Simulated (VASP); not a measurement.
# CsI (Pm-3m) in VASP: single point with PBE

Aim: the single point of CsI with PBE.

Everything below comes from runs of VASP 6.6.1. Logs are shortened: lines on timing, memory, paths and dates and some standing lists are left out, and cuts for length are marked.

## Step 1: The cell of the first run

Symmetry: Pm-3m, No. 221, cubic system. The conventional cell has a = 4.567 Å, b = 4.567 Å, c = 4.567 Å, α = 90.00°, β = 90.00°, γ = 90.00°. Within 5.2 Å of Cs (site symmetry m-3m) lie 8 I at 3.95 Å and 6 Cs at 4.57 Å. Within 5.2 Å of I (site symmetry m-3m) lie 8 Cs at 3.95 Å and 6 I at 4.57 Å.

## Step 2: Single point, PBE

The input, INCAR:

```
ALGO = Normal
EDIFF = 1E-6
ENCUT = 520
GGA = PE
ISIF = 2
ISMEAR = 0
LASPH = T
LCHARG = F
LREAL = F
LWAVE = F
NBANDS = 15
NELM = 60
PREC = Accurate
SIGMA = 0.05
```

The input, KPOINTS:

```
k-points
0
Gamma
  6 6 6
```

The input, POSCAR:

```
CsI
1.0
    4.5667000000      0.0000000000      0.0000000000
    0.0000000000      4.5667000000      0.0000000000
    0.0000000000      0.0000000000      4.5667000000
Cs I
1 1
Direct
    0.0000000000      0.0000000000      0.0000000000
    0.5000000000      0.5000000000      0.5000000000
```

Potentials or basis: VASP PAW PBE potentials, release 64 (Cs_sv, I).

Command:

```
$ cat potpaw_PBE.64/Cs_sv/POTCAR potpaw_PBE.64/I/POTCAR > POTCAR
$ mpirun -np 1 vasp_std > vasp.out
```

OUTCAR:

```text
EDIFF = 1E-6
   ENCUT = 520
   GGA = PE
   ISIF = 2
   ISMEAR = 0
   LASPH = T
   LREAL = F
   NELM = 60
   PREC = Accurate

 ion  position               nearest neighbor table
   1  0.000  0.000  0.000-
   2  0.500  0.500  0.500-

  LATTYP: Found a simple cubic cell.
 ALAT       =     4.5667000000

  Lattice vectors:

 A1 = (   4.5667000000,   0.0000000000,   0.0000000000)
 A2 = (   0.0000000000,   4.5667000000,   0.0000000000)
 A3 = (   0.0000000000,   0.0000000000,   4.5667000000)

Analysis of symmetry for initial positions (statically):
=====================================================================
 Subroutine PRICEL returns:
 Original cell was already a primitive cell.

 Routine SETGRP: Setting up the symmetry group for a
 simple cubic supercell.

 Subroutine GETGRP returns: Found 48 space group operations
 (whereof 48 operations were pure point group operations)
 out of a pool of 48 trial point group operations.

The static configuration has the point symmetry O_h .

Analysis of symmetry for dynamics (positions and initial velocities):
=====================================================================
 Subroutine PRICEL returns:
 Original cell was already a primitive cell.

 Routine SETGRP: Setting up the symmetry group for a
 simple cubic supercell.

 Subroutine GETGRP returns: Found 48 space group operations
 (whereof 48 operations were pure point group operations)
 out of a pool of 48 trial point group operations.

The dynamic configuration has the point symmetry O_h .

 Subroutine INISYM returns: Found 48 space group operations
 (whereof 48 operations are pure point group operations),
 and found     1 'primitive' translations

----------------------------------------------------------------------------------------

                                     Primitive cell

  volume of cell :      95.2374

  direct lattice vectors                    reciprocal lattice vectors
     4.566700000  0.000000000  0.000000000     0.218976504  0.000000000  0.000000000
     0.000000000  4.566700000  0.000000000     0.000000000  0.218976504  0.000000000
     0.000000000  0.000000000  4.566700000     0.000000000  0.000000000  0.218976504

  length of vectors
     4.566700000  4.566700000  4.566700000     0.218976504  0.218976504  0.218976504

  position of ions in fractional coordinates (direct lattice)
     0.000000000  0.000000000  0.000000000
     0.500000000  0.500000000  0.500000000

  ion indices of the primitive-cell ions
   primitive index   ion index
                 1           1
                 2           2

----------------------------------------------------------------------------------------

 KPOINTS: k-points

Automatic generation of k-mesh.
 Grid dimensions read from file:
 generate k-points for:    6    6    6

 Generating k-lattice:

  Cartesian coordinates                     Fractional coordinates (reciprocal lattice)
     0.036496084  0.000000000  0.000000000     0.166666667  0.000000000  0.000000000
     0.000000000  0.036496084  0.000000000     0.000000000  0.166666667  0.000000000
     0.000000000  0.000000000  0.036496084     0.000000000  0.000000000  0.166666667

  Length of vectors
     0.036496084  0.036496084  0.036496084

  Shift w.r.t. Gamma in fractional coordinates (k-lattice)
     0.000000000  0.000000000  0.000000000

 Subroutine IBZKPT returns following result:
 ===========================================

 Found     20 irreducible k-points:

 Following reciprocal coordinates:
            Coordinates               Weight
  0.000000  0.000000  0.000000      1.000000
  0.166667  0.000000  0.000000      6.000000
  0.333333  0.000000  0.000000      6.000000
  0.500000  0.000000  0.000000      3.000000
  0.166667  0.166667  0.000000     12.000000
  0.333333  0.166667  0.000000     24.000000
[... 12 lines left out ...]
  0.500000  0.500000  0.333333      6.000000
  0.500000  0.500000  0.500000      1.000000
   k-points           NKPTS =     20   k-points in BZ     NKDIM =     20   number of bands    NBANDS=     15
   number of dos      NEDOS =    301   number of ions     NIONS =      2
   total plane-waves  NPLWV =  46656
   dimension x,y,z NGX =    36 NGY =   36 NGZ =   36
   dimension x,y,z NGXF=    72 NGYF=   72 NGZF=   72
   ions per type =               1   1
   NGX,Y,Z   is equivalent  to a cutoff of  13.11, 13.11, 13.11 a.u.
   NGXF,Y,Z  is equivalent  to a cutoff of  26.21, 26.21, 26.21 a.u.
 SYSTEM =  unknown system
   PREC   = accura    normal or accurate (medium, high low for compatibility)
   ISTART =      0    job   : 0-new  1-cont  2-samecut
   ICHARG =      2    charge: 1-file 2-atom 10-const
   ISPIN  =      1    spin polarized calculation?
   LNONCOLLINEAR =      F non collinear calculations
   LSORBIT =      F    spin-orbit coupling
   LASPH  =      T    aspherical Exc in radial PAW
   ENCUT  =  520.0 eV  38.22 Ry    6.18 a.u.   8.49  8.49  8.49*2*pi/ulx,y,z
   NELM   =     60;   NELMIN=  2; NELMDL= -5     # of ELM steps
   EDIFF  = 0.1E-05   stopping-criterion for ELM
   LREAL  =      F    real-space projection
   EDIFFG = 0.1E-04   stopping-criterion for IOM
   NSW    =      0    number of steps for IOM
   IBRION =     -1    ionic relax: 0-MD 1-quasi-New 2-CG
   NFREE  =      0    steps in history (QN), initial steepest desc. (CG)
   ISIF   =      2    stress and relaxation
   ISYM   =      2    0-nonsym 1-usesym 2-fastsym
   POTIM  = 0.5000    time-step for ionic-motion
   TEBEG  =    0.0;   TEEND  =   0.0 temperature during run
   PSTRESS=    0.0 pullay stress
   NELECT =      16.0000    total number of electrons
   NUPDOWN=      -1.0000    fix difference up-down
   EMIN   =  10.00;   EMAX   =-10.00  energy-range for DOS
   EFERMI =   0.00;   METHOD = LEGACY
   ISMEAR =     0;   SIGMA  =   0.05  broadening in eV -4-tet -1-fermi 0-gaus
   EFERMI_NEDOS =   21; number of points for ismear=-14 and -15
   IALGO  =     38    algorithm
   IMIX   =      4    mixing-type and parameters
     AMIX     =   0.40;   BMIX     =  1.00
     AMIX_MAG =   1.60;   BMIX_MAG =  1.00
  volume/ion in A,a.u.               =      47.62       321.35
  Fermi-wavevector in a.u.,A,eV,Ry     =   0.903328  1.707043 11.102385  0.816002
  Thomas-Fermi vector in A             =   2.026641
   LORBIT       =      0    0 simple, 1 ext, 2 COOP (PROOUT), +10 PAW based schemes
   GGA     = PE    functional components
   LHFCALC =     F    Hartree Fock is set to
   AEXX    =    0.0000 exact exchange contribution
   IVDW    =     0    specifies the selected vdW correction
   LEPSILON=     F    determine dielectric tensor
   LRPA    =     F    only Hartree local field effects (RPA)
 non-spin polarized calculation
 Gauss-broadening in eV      SIGMA  =   0.05
  energy-cutoff  :      520.00
  volume of cell :       95.24
 maximum number of plane-waves:      2593
 NGX is ok and might be reduce to    36
   NGX = 17   NGY = 17   NGZ = 17

 number of electron      16.0000003 magnetization

 Free energy of the ion-electron system (eV)
  ---------------------------------------------------
  ext. energy  EPLUGINS =         0.00000000
  ---------------------------------------------------
  free energy    TOTEN  =        -5.42726728 eV

  energy without entropy =       -5.42726728  energy(sigma->0) =       -5.42726728

 E-fermi :   1.0232     XC(G=0):  -7.7685

 val. band max:        0.8134666057   @ k =   0.5000   0.5000   0.0000
 cond. band min:       4.6891753095   @ k =   0.0000   0.0000   0.0000
 fundamental gap:      3.8757087038
 Fermi energy:         1.0231911022

 k-point     1 :       0.0000    0.0000    0.0000
  band No.  band energies     occupation
      1     -19.5774      2.00000
      2      -9.8441      2.00000
      3      -6.2779      2.00000
      4      -6.2779      2.00000
      5      -6.2779      2.00000
      6       0.7247      2.00000
      7       0.7247      2.00000
      8       0.7247      2.00000
      9       4.6892      0.00000
     10       4.9939      0.00000
     11       4.9939      0.00000
     12       8.5743      0.00000
     13       8.5743      0.00000
     14       8.5743      0.00000
     15      11.0047      0.00000

 k-point     2 :       0.1667    0.0000    0.0000
  band No.  band energies     occupation
      1     -19.5713      2.00000
      2      -9.8465      2.00000
      3      -6.3176      2.00000
      4      -6.2622      2.00000
      5      -6.2622      2.00000
      6       0.2541      2.00000
      7       0.6871      2.00000
      8       0.6871      2.00000
      9       5.1603      0.00000
     10       5.2590      0.00000
     11       5.6107      0.00000
     12       8.4961      0.00000
     13       8.4961      0.00000
     14       8.6992      0.00000
     15       9.8234      0.00000

 k-point     3 :       0.3333    0.0000    0.0000
  band No.  band energies     occupation
      1     -19.5589      2.00000
      2      -9.8535      2.00000
      3      -6.3849      2.00000
      4      -6.2304      2.00000
      5      -6.2304      2.00000
      6      -0.4548      2.00000
      7       0.6096      2.00000
      8       0.6096      2.00000
      9       5.6179      0.00000
     10       6.4314      0.00000
     11       6.9116      0.00000
     12       8.3710      0.00000
     13       8.5305      0.00000
     14       8.5305      0.00000
     15       9.0101      0.00000
[... 271 lines left out ...]
 k-point    19 :       0.5000    0.5000    0.3333
  band No.  band energies     occupation
      1     -19.5148      2.00000
      2      -9.5965      2.00000
      3      -6.5581      2.00000
      4      -6.5581      2.00000
      5      -6.4447      2.00000
      6      -0.3861      2.00000
      7      -0.3861      2.00000
      8      -0.2303      2.00000
      9       6.9045      0.00000
     10       7.4952      0.00000
     11       7.4952      0.00000
     12       7.9184      0.00000
     13       9.3655      0.00000
     14       9.3655      0.00000
     15      10.5617      0.00000

 k-point    20 :       0.5000    0.5000    0.5000
  band No.  band energies     occupation
      1     -19.5095      2.00000
      2      -9.5696      2.00000
      3      -6.5291      2.00000
      4      -6.5291      2.00000
      5      -6.5291      2.00000
      6      -0.4954      2.00000
      7      -0.4954      2.00000
      8      -0.4954      2.00000
      9       7.9880      0.00000
     10       7.9880      0.00000
     11       7.9880      0.00000
     12       8.6732      0.00000
     13       8.6732      0.00000
     14       8.6732      0.00000
     15      10.6055      0.00000

------------------------ aborting loop because EDIFF is reached ----------------------------------------

  FORCE on cell =-STRESS in cart. coord.  units (eV):
  Direction    XX          YY          ZZ          XY          YZ          ZX
  --------------------------------------------------------------------------------------
  -------------------------------------------------------------------------------------
  Total        0.4698209      0.4698209      0.4698209      0.0000000      0.0000000      0.0000000
  in kB        7.9037922      7.9037922      7.9037922      0.0000000      0.0000000      0.0000000
  external PRESSURE =       7.9037922 kB  Pullay stress =       0.0000000 kB

 VOLUME and BASIS-vectors are now :
 -----------------------------------------------------------------------------
  energy-cutoff  :      520.00
  volume of cell :       95.24
      direct lattice vectors                 reciprocal lattice vectors
     4.566700000  0.000000000  0.000000000     0.218976504  0.000000000  0.000000000
     0.000000000  4.566700000  0.000000000     0.000000000  0.218976504  0.000000000
     0.000000000  0.000000000  4.566700000     0.000000000  0.000000000  0.218976504

 POSITION                                       TOTAL-FORCE (eV/Angst)
 -----------------------------------------------------------------------------------
      0.00000      0.00000      0.00000         0.000000      0.000000      0.000000
      2.28335      2.28335      2.28335         0.000000      0.000000      0.000000
 -----------------------------------------------------------------------------------
    total drift:                               -0.000000      0.000000      0.000000

  FREE ENERGIE OF THE ION-ELECTRON SYSTEM (eV)
  ---------------------------------------------------
  free  energy   TOTEN  =        -5.4272672770 eV

  energy  without entropy=       -5.4272672769  energy(sigma->0) =       -5.42726728
```

Run time: 14 s. Hardware: 1 thread of Intel Xeon 6975P-C (Granite Rapids), shared host; peak memory 0.21 GiB.

What came out:

```
Free energy            : -5.4273 eV
Pressure               : 0.8 GPa
Band gap on the k mesh : 3.88 eV, indirect (least direct gap 3.96 eV)
```

Caveat: spin-orbit coupling is left out, which moves the levels of the heavy elements.
